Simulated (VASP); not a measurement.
Runs of VASP 6.6.1 on WO. It takes space group F-43m (No. 216, cubic). Conventional cell: a = 4.647 Å, b = 4.647 Å, c = 4.647 Å, α = 90.00°, β = 90.00°, γ = 90.00°. W (site symmetry -43m) has 4 O at 2.01 Å within 2.7 Å. O (site symmetry -43m) has 4 W at 2.01 Å within 2.7 Å. 

```csv
level,spin,U,smearing,gap on the mesh (eV),pressure (GPa),moment (μB)
PBEsol,collinear,-,gaussian 0.1 eV,none,2.0,0.00
PBEsol+U,collinear,W d U = 4.0 eV,gaussian 0.05 eV,none,22.2,1.99
PBEsol+U,off,W d U = 4.0 eV,gaussian 0.05 eV,none,(b),-
r2SCAN,collinear,-,gaussian 0.1 eV,none,(a),0.00
```

Alike in all rows: task single point; potentials or basis VASP PAW PBE potentials, release 64 (W_sv, O); cell as given; k mesh 16 × 16 × 16; cutoff (eV) 520.

Question: Fill in the values left out.

Answer: (a) 6.0; (b) 8.0.

Caveats: the PAW data sets were made with another functional, which shifts forces and pressure a little; spin-orbit coupling is left out, which moves the levels of the heavy elements; the cell stands under pressure (at least some runs); U without spin polarisation on a metal has little footing (at least some runs).

A k mesh can miss the band edges, and the runs leave out spin-orbit coupling on W.

A gap of «none» marks levels without a gap at the run's occupations.
